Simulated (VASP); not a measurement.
# InSe2 (P4/nmm) in VASP: further runs

Runs on InSe2. Level: PBE. Tasks: single point.

Program: VASP 6.6.1. These are calculated values, not measurements. Logs are shortened: lines on timing, memory, paths and dates and some standing lists are left out, and cuts for length are marked.

## Step 1: The cell of the first run

It takes space group P4/nmm (No. 129, tetragonal). The conventional cell has a = 3.668 Å, b = 3.668 Å, c = 9.182 Å, α = 90.00°, β = 90.00°, γ = 90.00°. Within 3.5 Å of In (site symmetry 4mm) lie 9 Se at 2.67 to 3.28 Å. Within 3.9 Å of Se (site symmetry 4mm) lie 5 In at 2.67 to 3.10 Å and 12 Se at 3.58 to 3.83 Å. Within 3.4 Å of Se (site symmetry -4m2) lie 4 Se at 2.59 Å and 4 In at 3.28 Å.

## Step 2: Single point, PBE (20.59 Å³/atom)

The input, INCAR:

```
PREC = Accurate ; ENCUT = 500
EDIFF = 1E-6 ; ISMEAR = 0
SIGMA = 0.15 ; LREAL = False
LASPH = True ; NELM = 120
ALGO = Normal ; ISIF = 2
LWAVE = False ; LCHARG = True
GGA = PE ; LELF = True
LVHAR = True ; NBANDS = 34
GGA_COMPAT = False
```

The input, KPOINTS:

```
regular mesh
0
Gamma
  12 12 6
```

The input, POSCAR:

```
InSe2
1.0
    3.6676436191      0.0000000000      0.0000000000
    0.0000000000      3.6676436191      0.0000000000
    0.0000000000      0.0000000000      9.1822467795
In Se
2 4
Direct
    0.0000000000      0.5000000000      0.7035891433
    0.5000000000      0.0000000000      0.2964108567
    0.0000000000      0.5000000000      0.3657763741
    0.5000000000      0.0000000000      0.6342236259
    0.0000000000      0.0000000000      0.0000000000
    0.5000000000      0.5000000000      0.0000000000
```

Potentials or basis: VASP PAW PBE potentials, release 64 (In_d, Se).

Launch:

```
$ cat potpaw_PBE.64/In_d/POTCAR potpaw_PBE.64/Se/POTCAR > POTCAR
$ mpirun -np 1 vasp_std > vasp.out
```

OUTCAR:

```text
PREC = Accurate
   ENCUT = 500
   EDIFF = 1E-6
   ISMEAR = 0
   LREAL = False
   LASPH = True
   NELM = 120
   ISIF = 2
   GGA = PE

 ion  position               nearest neighbor table
   1  0.000  0.500  0.704-   4 2.67   4 2.67   4 2.67   4 2.67   3 3.10   5 3.28   6 3.28   6 3.28
                             5 3.28
   2  0.500  0.000  0.296-   3 2.67   3 2.67   3 2.67   3 2.67   4 3.10   6 3.28   6 3.28   5 3.28
                             5 3.28
   3  0.000  0.500  0.366-   2 2.67   2 2.67   2 2.67   2 2.67   1 3.10
   4  0.500  0.000  0.634-   1 2.67   1 2.67   1 2.67   1 2.67   2 3.10
   5  0.000  0.000  0.000-   6 2.59   6 2.59   6 2.59   6 2.59   2 3.28   2 3.28   1 3.28   1 3.28

   6  0.500  0.500  0.000-   5 2.59   5 2.59   5 2.59   5 2.59   2 3.28   1 3.28   1 3.28   2 3.28

  LATTYP: Found a simple tetragonal cell.
 ALAT       =     3.6676436191
 C/A-ratio  =     2.5035820633

  Lattice vectors:

 A1 = (   3.6676436191,   0.0000000000,   0.0000000000)
 A2 = (   0.0000000000,   3.6676436191,   0.0000000000)
 A3 = (   0.0000000000,   0.0000000000,   9.1822467795)

Analysis of symmetry for initial positions (statically):
=====================================================================
 Subroutine PRICEL returns:
 Original cell was already a primitive cell.

 Routine SETGRP: Setting up the symmetry group for a
 simple tetragonal supercell.

 Subroutine GETGRP returns: Found 16 space group operations
 (whereof  8 operations were pure point group operations)
 out of a pool of 16 trial point group operations.

The static configuration has the point symmetry D_2d.
 The point group associated with its full space group is D_4h.

Analysis of symmetry for dynamics (positions and initial velocities):
=====================================================================
 Subroutine PRICEL returns:
 Original cell was already a primitive cell.

 Routine SETGRP: Setting up the symmetry group for a
 simple tetragonal supercell.

 Subroutine GETGRP returns: Found 16 space group operations
 (whereof  8 operations were pure point group operations)
 out of a pool of 16 trial point group operations.

The dynamic configuration has the point symmetry D_2d.
 The point group associated with its full space group is D_4h.

 Subroutine INISYM returns: Found 16 space group operations
 (whereof  8 operations are pure point group operations),
 and found     1 'primitive' translations

----------------------------------------------------------------------------------------

                                     Primitive cell

  volume of cell :     123.5160

  direct lattice vectors                    reciprocal lattice vectors
     3.667643619  0.000000000  0.000000000     0.272654626  0.000000000  0.000000000
     0.000000000  3.667643619  0.000000000     0.000000000  0.272654626  0.000000000
     0.000000000  0.000000000  9.182246779     0.000000000  0.000000000  0.108905807

  length of vectors
     3.667643619  3.667643619  9.182246779     0.272654626  0.272654626  0.108905807

  position of ions in fractional coordinates (direct lattice)
     0.000000000  0.500000000  0.703589143
     0.500000000  0.000000000  0.296410857
     0.000000000  0.500000000  0.365776374
     0.500000000  0.000000000  0.634223626
     0.000000000  0.000000000  0.000000000
     0.500000000  0.500000000  0.000000000

  ion indices of the primitive-cell ions
   primitive index   ion index
                 1           1
                 2           2
                 3           3
                 4           4
                 5           5
                 6           6

----------------------------------------------------------------------------------------

 KPOINTS: regular mesh

Automatic generation of k-mesh.
 Grid dimensions read from file:
 generate k-points for:   12   12    6

 Generating k-lattice:

  Cartesian coordinates                     Fractional coordinates (reciprocal lattice)
     0.022721219  0.000000000  0.000000000     0.083333333  0.000000000  0.000000000
     0.000000000  0.022721219  0.000000000     0.000000000  0.083333333  0.000000000
     0.000000000  0.000000000  0.018150968     0.000000000  0.000000000  0.166666667

  Length of vectors
     0.022721219  0.022721219  0.018150968

  Shift w.r.t. Gamma in fractional coordinates (k-lattice)
     0.000000000  0.000000000  0.000000000

 Subroutine IBZKPT returns following result:
 ===========================================

 Found    112 irreducible k-points:

 Following reciprocal coordinates:
            Coordinates               Weight
  0.000000  0.000000  0.000000      1.000000
  0.083333  0.000000  0.000000      4.000000
  0.166667  0.000000  0.000000      4.000000
  0.250000  0.000000  0.000000      4.000000
  0.333333  0.000000  0.000000      4.000000
  0.416667  0.000000  0.000000      4.000000
[... 16 lines left out ...]
  0.333333  0.333333  0.000000      4.000000
  0.416667  0.333333  0.000000      8.000000
 [... further k-points ...]
   k-points           NKPTS =    112   k-points in BZ     NKDIM =    112   number of bands    NBANDS=     34
   number of dos      NEDOS =    301   number of ions     NIONS =      6
   total plane-waves  NPLWV =  54880
   dimension x,y,z NGX =    28 NGY =   28 NGZ =   70
   dimension x,y,z NGXF=    56 NGYF=   56 NGZF=  140
   ions per type =               2   4
   NGX,Y,Z   is equivalent  to a cutoff of  12.69, 12.69, 12.67 a.u.
   NGXF,Y,Z  is equivalent  to a cutoff of  25.38, 25.38, 25.35 a.u.
 SYSTEM =  unknown system
   PREC   = accura    normal or accurate (medium, high low for compatibility)
   ISTART =      0    job   : 0-new  1-cont  2-samecut
   ICHARG =      2    charge: 1-file 2-atom 10-const
   ISPIN  =      1    spin polarized calculation?
   LNONCOLLINEAR =      F non collinear calculations
   LSORBIT =      F    spin-orbit coupling
   LASPH  =      T    aspherical Exc in radial PAW
   ENCUT  =  500.0 eV  36.75 Ry    6.06 a.u.   6.69  6.69 16.74*2*pi/ulx,y,z
   NELM   =    120;   NELMIN=  2; NELMDL= -5     # of ELM steps
   EDIFF  = 0.1E-05   stopping-criterion for ELM
   LREAL  =      F    real-space projection
   EDIFFG = 0.1E-04   stopping-criterion for IOM
   NSW    =      0    number of steps for IOM
   IBRION =     -1    ionic relax: 0-MD 1-quasi-New 2-CG
   NFREE  =      0    steps in history (QN), initial steepest desc. (CG)
   ISIF   =      2    stress and relaxation
   ISYM   =      2    0-nonsym 1-usesym 2-fastsym
   POTIM  = 0.5000    time-step for ionic-motion
   TEBEG  =    0.0;   TEEND  =   0.0 temperature during run
   PSTRESS=    0.0 pullay stress
   NELECT =      50.0000    total number of electrons
   NUPDOWN=      -1.0000    fix difference up-down
   EMIN   =  10.00;   EMAX   =-10.00  energy-range for DOS
   EFERMI =   0.00;   METHOD = LEGACY
   ISMEAR =     0;   SIGMA  =   0.15  broadening in eV -4-tet -1-fermi 0-gaus
   EFERMI_NEDOS =   21; number of points for ismear=-14 and -15
   IALGO  =     38    algorithm
   IMIX   =      4    mixing-type and parameters
     AMIX     =   0.40;   BMIX     =  1.00
     AMIX_MAG =   1.60;   BMIX_MAG =  1.00
  volume/ion in A,a.u.               =      20.59       138.92
  Fermi-wavevector in a.u.,A,eV,Ry     =   1.211036  2.288526 19.954420  1.466608
  Thomas-Fermi vector in A             =   2.346564
   LORBIT       =      0    0 simple, 1 ext, 2 COOP (PROOUT), +10 PAW based schemes
   GGA     = PE    functional components
   LHFCALC =     F    Hartree Fock is set to
   AEXX    =    0.0000 exact exchange contribution
   IVDW    =     0    specifies the selected vdW correction
   LEPSILON=     F    determine dielectric tensor
   LRPA    =     F    only Hartree local field effects (RPA)
 non-spin polarized calculation
 Gauss-broadening in eV      SIGMA  =   0.15
  energy-cutoff  :      500.00
  volume of cell :      123.52
 maximum number of plane-waves:      3164
 NGX is ok and might be reduce to    28
   NGX = 13   NGY = 13   NGZ = 33

 number of electron      49.9999995 magnetization

 Free energy of the ion-electron system (eV)
  ---------------------------------------------------
  ext. energy  EPLUGINS =         0.00000000
  ---------------------------------------------------
  free energy    TOTEN  =       -19.39114776 eV

  energy without entropy =      -19.37553043  energy(sigma->0) =      -19.38333909

 E-fermi :   7.1223     XC(G=0): -10.6559

 val. band max:        7.1048217514   @ k =   0.4167   0.2500   0.5000
 cond. band min:       7.1654645806   @ k =   0.0833   0.0833   0.1667
 fundamental gap:      0.0606428292
 Fermi energy:         7.1222710230

 k-point     1 :       0.0000    0.0000    0.0000
  band No.  band energies     occupation
      1      -9.3191      2.00000
      2      -8.1775      2.00000
      3      -8.1609      2.00000
      4      -7.7091      2.00000
      5      -7.7028      2.00000
      6      -7.6003      2.00000
[... 26 lines left out ...]
     33      13.4020      0.00000
     34      13.6871      0.00000

 k-point     2 :       0.0833    0.0000    0.0000
  band No.  band energies     occupation
      1      -9.2514      2.00000
      2      -8.1441      2.00000
      3      -8.1375      2.00000
      4      -7.7023      2.00000
      5      -7.6958      2.00000
      6      -7.6115      2.00000
[... 26 lines left out ...]
     33      13.4740      0.00000
     34      13.5726      0.00000

 k-point     3 :       0.1667    0.0000    0.0000
  band No.  band energies     occupation
      1      -9.0496      2.00000
      2      -8.0746      2.00000
      3      -8.0543      2.00000
      4      -7.6846      2.00000
      5      -7.6778      2.00000
      6      -7.6350      2.00000
[... 26 lines left out ...]
     33      13.1961      0.00000
     34      13.4934      0.00000
[... 704 lines left out ...]
 k-point    23 :       0.3333    0.3333    0.0000
  band No.  band energies     occupation
      1      -8.2005      2.00000
      2      -8.1912      2.00000
      3      -7.7631      2.00000
      4      -7.6729      2.00000
      5      -7.6609      2.00000
      6      -7.6344      2.00000
[... 26 lines left out ...]
     33      13.3166      0.00000
     34      14.8968      0.00000

 k-point    24 :       0.4167    0.3333    0.0000
  band No.  band energies     occupation
      1      -8.2567      2.00000
      2      -8.2508      2.00000
      3      -7.7197      2.00000
      4      -7.6876      2.00000
      5      -7.6501      2.00000
      6      -7.6373      2.00000
[... 26 lines left out ...]
     33      13.6694      0.00000
     34      14.5986      0.00000

 [... further k-points ...]

------------------------ aborting loop because EDIFF is reached ----------------------------------------

  FORCE on cell =-STRESS in cart. coord.  units (eV):
  Direction    XX          YY          ZZ          XY          YZ          ZX
  --------------------------------------------------------------------------------------
  -------------------------------------------------------------------------------------
  Total       14.2870656     14.2870656      5.7611167      0.0000000     -0.0000000      0.0000000
  in kB      185.3234612    185.3234612     74.7298369      0.0000000     -0.0000000      0.0000000
  external PRESSURE =     148.4589197 kB  Pullay stress =       0.0000000 kB

 VOLUME and BASIS-vectors are now :
 -----------------------------------------------------------------------------
  energy-cutoff  :      500.00
  volume of cell :      123.52
      direct lattice vectors                 reciprocal lattice vectors
     3.667643619  0.000000000  0.000000000     0.272654626  0.000000000  0.000000000
     0.000000000  3.667643619  0.000000000     0.000000000  0.272654626  0.000000000
     0.000000000  0.000000000  9.182246779     0.000000000  0.000000000  0.108905807

 POSITION                                       TOTAL-FORCE (eV/Angst)
 -----------------------------------------------------------------------------------
      0.00000      1.83382      6.46053         0.000000     -0.000000      0.524634
      1.83382      0.00000      2.72172         0.000000      0.000000     -0.524634
      0.00000      1.83382      3.35865         0.000000      0.000000      0.247704
      1.83382      0.00000      5.82360        -0.000000      0.000000     -0.247704
      0.00000      0.00000      0.00000         0.000000      0.000000     -0.000000
      1.83382      1.83382      0.00000         0.000000     -0.000000     -0.000000
 -----------------------------------------------------------------------------------
    total drift:                                0.000000      0.000000      0.000000

  FREE ENERGIE OF THE ION-ELECTRON SYSTEM (eV)
  ---------------------------------------------------
  free  energy   TOTEN  =       -19.3911477634 eV

  energy  without entropy=      -19.3755304262  energy(sigma->0) =      -19.38333909
```

Wall time 8.8 min (1 thread of Oxide Virtual Turin-like, shared host); peak memory 0.43 GiB.

Results:

| Quantity | Value |
| --- | --- |
| Free energy | -19.3911 eV |
| Pressure | 14.8 GPa |
| Largest force | 0.525 eV/Å |
| Band gap on the k mesh | zero (bands 25 and 26 overlap by 2.82 eV) |

Forces in eV/Å, atoms in the order of the input:
```
In   0.000  0.000  0.525
In   0.000  0.000 -0.525
Se   0.000  0.000  0.248
Se   0.000  0.000 -0.248
Se   0.000  0.000  0.000
Se   0.000  0.000  0.000
```

Stress tensor (GPa, compression positive):
```
18.53  0.00  0.00
 0.00 18.53  0.00
 0.00  0.00  7.47
```

Levels at points of the mesh, in eV from the Fermi level:
```tsv
k point	band 22	band 23	band 24	band 25	band 26	band 27	band 28	band 29
(0.00, 0.00, 0.00)	-2.17	-2.17	-1.51	0.34	0.61	2.95	3.72	3.72
(0.50, 0.00, 0.00)	-2.21	-1.27	-1.27	-1.10	-1.10	2.18	2.18	3.20
(0.50, 0.50, 0.00)	-4.03	-1.88	-1.88	-1.25	-1.25	2.38	2.38	3.65
(0.00, 0.00, 0.50)	-2.09	-2.09	-0.63	0.34	0.63	2.00	3.08	3.72
(0.50, 0.00, 0.50)	-1.59	-1.19	-1.19	-1.11	-1.11	1.27	1.27	3.91
(0.50, 0.50, 0.50)	-3.81	-2.18	-2.18	-1.81	-1.81	3.52	3.52	4.86
```

Caveat: the stress differs along the axes, from 7 to 19 GPa; spin-orbit coupling is left out, which moves the levels of the heavy elements.

(Continued in part 2 of 2.)

The gap in the log of VASP goes by the Fermi energy; the results here count the filled bands.